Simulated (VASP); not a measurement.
# AlN (gw) (R3m) in VASP: notebook

Runs on AlN (gw). Level: PBEsol. Tasks: single point.

Program: VASP 6.6.1. These are calculated values, not measurements. Logs are shortened: lines on timing, memory, paths and dates and some standing lists are left out, and cuts for length are marked.

### Step 1. The cell of the first run

It takes space group R3m (No. 160, trigonal). The conventional cell has a = 3.126 Å, b = 3.126 Å, c = 7.554 Å, α = 90.00°, β = 90.00°, γ = 120.00°. Within 2.5 Å of Al (site symmetry 3m) lie 4 N at 1.90 to 1.91 Å. Within 2.5 Å of N (site symmetry 3m) lie 4 Al at 1.90 to 1.91 Å.

### Step 2. Single point, PBEsol

Contents of INCAR:

```
PREC     = Accurate       # precision mode
ENCUT    = 600            # plane-wave cutoff, eV
EDIFF    = 1E-6           # SCF threshold, eV
ISMEAR   = 0              # smearing method
SIGMA    = 0.01           # smearing width, eV
LREAL    = False          # projectors in reciprocal space
LASPH    = True           # aspherical terms in the spheres
NELM     = 120            # most SCF steps
ALGO     = Normal         # electronic algorithm
ISIF     = 2              # what is computed and relaxed
LWAVE    = False          # write WAVECAR
LCHARG   = False          # write CHGCAR
GGA      = PS             # functional
NBANDS   = 11             # bands
GGA_COMPAT= False
```

Contents of KPOINTS:

```
Automatic mesh
0
Gamma
  6 6 6
```

Contents of POSCAR:

```
AlN
1.0
   -0.0199506051      2.1906261990      2.1906261990
    2.1906261990     -0.0199506051      2.1906261990
    2.1906261990      2.1906261990     -0.0199506051
Al N
1 1
Direct
   -0.0006248666     -0.0006248666     -0.0006248666
    0.2506248666      0.2506248666      0.2506248666
```

Potentials or basis: VASP PAW PBE potentials, release 64 (Al, N).

Launch:

```
$ cat potpaw_PBE.64/Al/POTCAR potpaw_PBE.64/N/POTCAR > POTCAR
$ mpirun -np 1 vasp_std > vasp.out
```

OUTCAR:

```text
PREC = Accurate
   ENCUT = 600
   EDIFF = 1E-6
   ISMEAR = 0
   LREAL = False
   LASPH = True
   NELM = 120
   ISIF = 2
   GGA = PS

 ion  position               nearest neighbor table
   1  0.999  0.999  0.999-   2 1.90   2 1.91   2 1.91   2 1.91
   2  0.251  0.251  0.251-   1 1.90   1 1.91   1 1.91   1 1.91

  LATTYP: Found a trigonal (rhomboedric) cell.
 ALAT       =     3.0980775191
 COS(alpha) =     0.4908723817

  Lattice vectors:

 A1 = (  -0.0199506051,   2.1906261990,   2.1906261990)
 A2 = (   2.1906261990,  -0.0199506051,   2.1906261990)
 A3 = (   2.1906261990,   2.1906261990,  -0.0199506051)

Analysis of symmetry for initial positions (statically):
=====================================================================
 Subroutine PRICEL returns:
 Original cell was already a primitive cell.

 Routine SETGRP: Setting up the symmetry group for a
 trigonal (rhombohedral) supercell.

 Subroutine GETGRP returns: Found  6 space group operations
 (whereof  6 operations were pure point group operations)
 out of a pool of 12 trial point group operations.

The static configuration has the point symmetry C_3v.

Analysis of symmetry for dynamics (positions and initial velocities):
=====================================================================
 Subroutine PRICEL returns:
 Original cell was already a primitive cell.

 Routine SETGRP: Setting up the symmetry group for a
 trigonal (rhombohedral) supercell.

 Subroutine GETGRP returns: Found  6 space group operations
 (whereof  6 operations were pure point group operations)
 out of a pool of 12 trial point group operations.

The dynamic configuration has the point symmetry C_3v.

 Subroutine INISYM returns: Found  6 space group operations
 (whereof  6 operations are pure point group operations),
 and found     1 'primitive' translations

----------------------------------------------------------------------------------------

                                     Primitive cell

  volume of cell :      21.3122

  direct lattice vectors                    reciprocal lattice vectors
    -0.019950605  2.190626199  2.190626199    -0.225150634  0.227219986  0.227219986
     2.190626199 -0.019950605  2.190626199     0.227219986 -0.225150634  0.227219986
     2.190626199  2.190626199 -0.019950605     0.227219986  0.227219986 -0.225150634

  length of vectors
     3.098077519  3.098077519  3.098077519     0.392365457  0.392365457  0.392365457

  position of ions in fractional coordinates (direct lattice)
     0.999375133  0.999375133  0.999375133
[... 82 lines left out ...]
   IBRION =     -1    ionic relax: 0-MD 1-quasi-New 2-CG
   NFREE  =      0    steps in history (QN), initial steepest desc. (CG)
   ISIF   =      2    stress and relaxation
   ISYM   =      2    0-nonsym 1-usesym 2-fastsym
   POTIM  = 0.5000    time-step for ionic-motion
   TEBEG  =    0.0;   TEEND  =   0.0 temperature during run
   PSTRESS=    0.0 pullay stress
   NELECT =       8.0000    total number of electrons
   NUPDOWN=      -1.0000    fix difference up-down
   EMIN   =  10.00;   EMAX   =-10.00  energy-range for DOS
   EFERMI =   0.00;   METHOD = LEGACY
   ISMEAR =     0;   SIGMA  =   0.01  broadening in eV -4-tet -1-fermi 0-gaus
   EFERMI_NEDOS =   21; number of points for ismear=-14 and -15
   IALGO  =     38    algorithm
   IMIX   =      4    mixing-type and parameters
     AMIX     =   0.40;   BMIX     =  1.00
     AMIX_MAG =   1.60;   BMIX_MAG =  1.00
  volume/ion in A,a.u.               =      10.66        71.91
  Fermi-wavevector in a.u.,A,eV,Ry     =   1.180943  2.231659 18.975053  1.394627
  Thomas-Fermi vector in A             =   2.317226
   LORBIT       =      0    0 simple, 1 ext, 2 COOP (PROOUT), +10 PAW based schemes
   GGA     = PS    functional components
   LHFCALC =     F    Hartree Fock is set to
   AEXX    =    0.0000 exact exchange contribution
   IVDW    =     0    specifies the selected vdW correction
   LEPSILON=     F    determine dielectric tensor
   LRPA    =     F    only Hartree local field effects (RPA)
 non-spin polarized calculation
 Gauss-broadening in eV      SIGMA  =   0.01
  energy-cutoff  :      600.00
  volume of cell :       21.31
 maximum number of plane-waves:       727
 NGX is ok and might be reduce to    28
   NGX = 13   NGY = 13   NGZ = 13

 number of electron       8.0000000 magnetization

 Free energy of the ion-electron system (eV)
  ---------------------------------------------------
  ext. energy  EPLUGINS =         0.00000000
  ---------------------------------------------------
  free energy    TOTEN  =       -15.60491114 eV

  energy without entropy =      -15.60491114  energy(sigma->0) =      -15.60491114

 E-fermi :   5.8669     XC(G=0): -11.0305

 val. band max:        5.7441832317   @ k =   0.0000   0.0000   0.0000
 cond. band min:       8.8396685763   @ k =   0.5000   0.5000   0.0000
 fundamental gap:      3.0954853447
 Fermi energy:         5.8668592010

 k-point     1 :       0.0000    0.0000    0.0000
  band No.  band energies     occupation
      1      -9.1597      2.00000
      2       5.6322      2.00000
      3       5.6322      2.00000
      4       5.7442      2.00000
      5       9.5972      0.00000
      6      17.7989      0.00000
      7      17.7989      0.00000
      8      18.1553      0.00000
      9      23.0719      0.00000
     10      23.0719      0.00000
     11      24.3525      0.00000
[... 309 lines left out ...]
 k-point    24 :      -0.3333    0.5000    0.1667
  band No.  band energies     occupation
      1      -6.4753      2.00000
      2       1.3734      2.00000
      3       2.8959      2.00000
      4       3.1808      2.00000
      5      10.7606      0.00000
      6      15.6993      0.00000
      7      18.2427      0.00000
      8      18.4101      0.00000
      9      21.8428      0.00000
     10      25.4950      0.00000
     11      29.6896      0.00000

 [... further k-points ...]
[... 5 lines left out ...]
  --------------------------------------------------------------------------------------
  -------------------------------------------------------------------------------------
  Total       -0.4405753     -0.4405753     -0.4405753      0.2116515      0.2116515      0.2116515
  in kB      -33.1209927    -33.1209927    -33.1209927     15.9112627     15.9112627     15.9112627
  external PRESSURE =     -33.1209927 kB  Pullay stress =       0.0000000 kB

 VOLUME and BASIS-vectors are now :
 -----------------------------------------------------------------------------
  energy-cutoff  :      600.00
  volume of cell :       21.31
      direct lattice vectors                 reciprocal lattice vectors
    -0.019950605  2.190626199  2.190626199    -0.225150634  0.227219986  0.227219986
     2.190626199 -0.019950605  2.190626199     0.227219986 -0.225150634  0.227219986
     2.190626199  2.190626199 -0.019950605     0.227219986  0.227219986 -0.225150634

 POSITION                                       TOTAL-FORCE (eV/Angst)
 -----------------------------------------------------------------------------------
      4.35858      4.35858      4.35858        -0.000896     -0.000896     -0.000896
      1.09305      1.09305      1.09305         0.000896      0.000896      0.000896
 -----------------------------------------------------------------------------------
    total drift:                                0.000028      0.000028      0.000028

  FREE ENERGIE OF THE ION-ELECTRON SYSTEM (eV)
  ---------------------------------------------------
  free  energy   TOTEN  =       -15.6049111369 eV

  energy  without entropy=      -15.6049111369  energy(sigma->0) =      -15.60491114
```

stdout:

```text
POSCAR found type information on POSCAR AlN
 POSCAR found :  2 types and       2 ions
 scaLAPACK will be used
 -----------------------------------------------------------------------------
|                                                                             |
|                                                                             |
|     You enforced a specific xc type in the INCAR file but a different       |
|     I HOPE YOU KNOW WHAT YOU ARE DOING!                                     |
|                                                                             |
 -----------------------------------------------------------------------------

 LDA part: xc-table for (Slater+PW92), standard interpolation
 POSCAR, INCAR and KPOINTS ok, starting setup
 FFT: planning ... GRIDC
 FFT: planning ... GRID_SOFT
 FFT: planning ... GRID
 WAVECAR not read
 entering main loop
```

Wall time 15 s (1 thread of Intel Xeon 8259CL, shared host); peak memory 0.15 GiB.

Results:

```
Free energy            : -15.6049 eV
Pressure               : -3.3 GPa
Band gap on the k mesh : 3.10 eV, indirect (least direct gap 3.85 eV)
```

Stress tensor (GPa, compression positive):
```
-3.31  1.59  1.59
 1.59 -3.31  1.59
 1.59  1.59 -3.31
```

Caveat: the PAW data sets were made with another functional, which shifts forces and pressure a little.

### Step 3. Single point, PBEsol

Contents of INCAR:

```
SYSTEM = AlN
ALGO = Normal
EDIFF = 1E-6
ENCUT = 600
GGA = PS
GGA_COMPAT = .FALSE.
ISIF = 2
ISMEAR = 0
LASPH = .TRUE.
LCHARG = .TRUE.
LELF = .TRUE.
LREAL = .FALSE.
LVHAR = .TRUE.
LWAVE = .FALSE.
NBANDS = 11
NELM = 120
PREC = Accurate
SIGMA = 0.01
```

Contents of KPOINTS:

```
k-points
0
G
  6 6 6
  0 0 0
```

POSCAR is that of step 2.

Potentials or basis: VASP PAW PBE potentials, release 64 (Al, N).

Launch:

```
$ cat potpaw_PBE.64/Al/POTCAR potpaw_PBE.64/N/POTCAR > POTCAR
$ mpirun -np 1 vasp_std > vasp.out
```

It took 17 s on 1 thread of Intel Xeon 8259CL, shared host; peak memory 0.15 GiB.

The run converged. Its results:

- Free energy: -15.6049 eV
- Pressure: -3.3 GPa
- Band gap on the k mesh: 3.10 eV, indirect (least direct gap 3.85 eV)

Stress tensor (GPa, compression positive):
```
-3.31  1.59  1.59
 1.59 -3.31  1.59
 1.59  1.59 -3.31
```

Levels at points of the mesh, in eV from the valence-band top:
```csv
k point,band 1,band 2,band 3,band 4,band 5,band 6,band 7,band 8,band 9
"(0.00, 0.00, 0.00)",-14.90,-0.11,-0.11,0.00,3.85,12.05,12.05,12.41,17.33
"(0.50, 0.00, 0.00)",-12.90,-5.91,-0.56,-0.50,7.04,9.52,10.79,10.96,17.46
"(0.50, 0.50, 0.00)",-12.26,-4.95,-1.91,-1.78,3.10,8.27,13.49,15.23,15.32
"(0.50, 0.50, 0.50)",-12.83,-5.84,-0.62,-0.62,6.90,9.54,10.67,10.67,17.45
```

Caveat: the PAW data sets were made with another functional, which shifts forces and pressure a little. A k mesh can miss the band edges.
